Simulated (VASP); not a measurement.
# H2C2O3 in VASP: a series of runs, part 2 of 2

VASP 6.6.1. Earlier steps stand in the parts before.

### 4 Single point, PBEsol

Contents of INCAR:

```
PREC = Accurate ; ENCUT = 520
EDIFF = 1E-7 ; ISMEAR = -1
SIGMA = 0.02 ; LREAL = Auto
LASPH = True ; NELM = 60
ALGO = Normal ; ISIF = 2
LWAVE = False ; LCHARG = True
GGA = PS ; LELF = True
LVHAR = True ; NBANDS = 58
```

Contents of KPOINTS:

```
Automatic mesh
0
Gamma
  1 1 1
```

Contents of POSCAR:

```
H2C2O3
1.0
    7.1334920000      0.0000000000      0.0000000000
    0.0000000000      7.1334920000      0.0000000000
    0.0000000000      0.0000000000      7.1334920000
O C H
9 6 6
Direct
    0.6156031296      0.0003504595      0.8197808310
    0.9036948524      0.0951427436      0.9898097594
    0.6454903153      0.7509505863      0.0931801704
    0.3695385093      0.8905596305      0.0241256316
   -0.0045840102      0.4133179094     -0.0091259652
    0.3204741801      0.4063507746      0.0142146371
    0.0061260320      0.3685992779      0.5492681565
    1.0915411414      0.8581771733      0.3827578415
    0.4987178790      0.3972808829      0.5557726847
    0.8027064445      0.0378215886      0.8496820351
    0.4654943189      0.7725949647      0.1247215249
    0.1668888113      0.4709755054     -0.0437233265
    0.0481391162      0.2847413301      0.4261587453
    0.9507966084      0.8732048764      0.4531581447
    0.4538871005      0.4448312271      0.4191075002
    0.5167455154      0.0261302599      0.9160590634
    0.8912885863     -0.0059017379      0.7454553815
    0.6655365983      0.7782724085     -0.0448307785
    0.4172290373      0.6991807098      0.2285837007
   -0.0257097085      0.2963345301      0.0609098601
    0.1624309665      0.5535157255     -0.1832202237
```

On the command line:

```console
> cat potpaw_PBE.64/O/POTCAR potpaw_PBE.64/C/POTCAR potpaw_PBE.64/H/POTCAR > POTCAR
> mpirun -np 1 vasp_gam > vasp.out
```

It took 1.7 min on 1 thread of Intel Xeon 8259CL, shared host; peak memory 0.37 GiB.

The run converged. Its results:

```yaml
Free_energy: -135.1590 eV
Pressure: 2.4 GPa
Largest_force: 9.460 eV/Å
```

Forces on the atoms (eV/Å):
```
O    3.475  1.065 -0.759
O   -3.973 -1.519 -2.318
O    0.548 -1.139 -0.753
O    1.077 -2.587  2.611
O   -0.133  1.770  0.016
O   -2.379  1.200 -0.189
O   -1.410  2.728  3.979
O    1.439 -0.300 -0.720
O    2.657 -2.864  7.917
C    0.172  1.477  4.725
C    0.241  6.339 -7.018
C    2.339 -1.724 -1.783
C    1.287 -2.603 -4.024
C   -1.357  0.031  0.529
C   -2.518  2.783 -7.667
H   -0.399 -0.326  0.833
H    0.936 -1.101 -2.983
H   -0.034  0.202  1.139
H   -2.364 -3.077  4.664
H    0.329 -0.609  0.336
H    0.067  0.252  1.465
```

Stress tensor (GPa, compression positive):
```
-1.33  0.00 -4.19
 0.00  2.22 -0.72
-4.19 -0.72  6.17
```

Levels at points of the mesh, in eV from the Fermi level:
```csv
k point,band 38,band 39,band 40,band 41,band 42,band 43,band 44,band 45,band 46,band 47
"(0.00, 0.00, 0.00)",-2.23,-1.78,-1.40,-0.95,-0.53,3.00,3.25,3.41,3.45,3.71
```

Caveat: the k points lie up to 0.88 Å⁻¹ apart, too coarse for converged energies, forces and pressures; the atoms stand as in a frame of molecular dynamics; the PAW data sets were made with another functional, which shifts forces and pressure a little.

### 5 Single point, PBEsol

Contents of INCAR:

```
  PREC = Accurate
  ENCUT = 520
  EDIFF = 1E-7
  ISMEAR = -1
  SIGMA = 0.02
  LREAL = Auto
  LASPH = True
  NELM = 60
  ALGO = Normal
  ISIF = 2
  LWAVE = False
  LCHARG = False
  GGA = PS
  NBANDS = 58
```

KPOINTS is that of step 4.

Contents of POSCAR:

```
H2C2O3
1.0
    7.1334920000      0.0000000000      0.0000000000
    0.0000000000      7.1334920000      0.0000000000
    0.0000000000      0.0000000000      7.1334920000
O C H
9 6 6
Direct
    0.6379203902     -0.0309245458      0.8190799121
    0.9351100415     -0.0343590488      0.9120357884
    0.5734358432      0.7433946796      0.0851616572
    0.3172499528      0.9309185459      0.0848953079
   -0.0626060841      0.3988649598     -0.1239785508
    0.2014300990      0.2882879801     -0.0362375117
   -0.0805215734      0.2929701190      0.5044233596
    0.9762259494      0.8339814498      0.3603564706
    0.5132689572      0.3296141637      0.5290536528
    0.8100941306     -0.0021588305      0.7966645228
    0.4033788781      0.7667072452      0.1315624942
    0.1221982165      0.4044442750     -0.1352493281
    0.0659004033      0.2392096325      0.4760922140
    0.8184631033      0.8054260102      0.3680946162
    0.3894726454      0.3871455943      0.4676952045
    0.3476558185     -0.0026214370      0.9578618719
    0.8144678651      0.0883157926      0.6639665398
    0.6438782016      0.8679059288     -0.0780263018
    0.2717883471      0.6799334744      0.2400927905
   -0.0546997179      0.2567606440     -0.0514334354
    0.1573142579      0.4949048797     -0.2503121893
```

On the command line:

```console
> cat potpaw_PBE.64/O/POTCAR potpaw_PBE.64/C/POTCAR potpaw_PBE.64/H/POTCAR > POTCAR
> mpirun -np 1 vasp_gam > vasp.out
```

Wall time 1.7 min (1 thread of Intel Xeon 8259CL, shared host); peak memory 0.37 GiB.

The run converged. Its results:

```
Free energy   : -134.4263 eV
Pressure      : 1.6 GPa
Largest force : 11.267 eV/Å
```

Forces on the atoms (eV/Å):
```
O   -2.898 -2.269  0.849
O   -0.066 -0.093 -0.714
O   -3.175 -1.447  1.169
O   -0.422 -0.726 -1.230
O   -0.744 -2.582  1.139
O    2.173  0.439 -0.444
O   -1.277  0.948 -0.233
O   -0.180 -0.125 -0.097
O    9.224 -4.574  4.577
C    2.741  3.077 -1.589
C    0.031  1.614  0.124
C   -1.624 -1.582  0.994
C    1.285 -1.018 -0.391
C    0.253  0.031  0.245
C   -8.943  4.913 -4.619
H    0.125 -0.932  2.137
H    1.024 -0.765  0.776
H   -1.349  0.123  0.741
H    3.355  1.227 -2.073
H   -0.872  2.737 -0.968
H    1.338  1.005 -0.392
```

Stress tensor (GPa, compression positive):
```
 6.05 -0.77  1.85
-0.77 -1.00  0.63
 1.85  0.63 -0.31
```

Levels at points of the mesh, in eV from the Fermi level:
```tsv
k point	band 40	band 41	band 42	band 43	band 44	band 45
(0.00, 0.00, 0.00)	-1.14	-0.77	-0.48	3.45	3.56	3.87
```

Caveat: the k points lie up to 0.88 Å⁻¹ apart, too coarse for converged energies, forces and pressures; the atoms stand as in a frame of molecular dynamics; the PAW data sets were made with another functional, which shifts forces and pressure a little.

### 6 The runs side by side

| cell | pressure (GPa) | largest force (eV/Å) |
| --- | --- | --- |
| as given, atomic positions A | 1.7 | 5.19 |
| as given, atomic positions B | -1.3 | 4.90 |
| as given, atomic positions C | 2.4 | 9.46 |
| as given, atomic positions D | 1.6 | 11.27 |

Alike in all rows: task single point; level PBEsol; potentials or basis VASP PAW PBE potentials, release 64 (O, C, H); no spin polarisation; k mesh 1 × 1 × 1; cutoff (eV) 520; smearing fermi-dirac 0.02 eV.

Caveats: all runs use coarse meshes; the PAW data sets were made with another functional, which shifts forces and pressure a little; the atoms stand as in a frame of molecular dynamics (at least some runs).

Absolute energies hang on the potentials; compare differences alone.
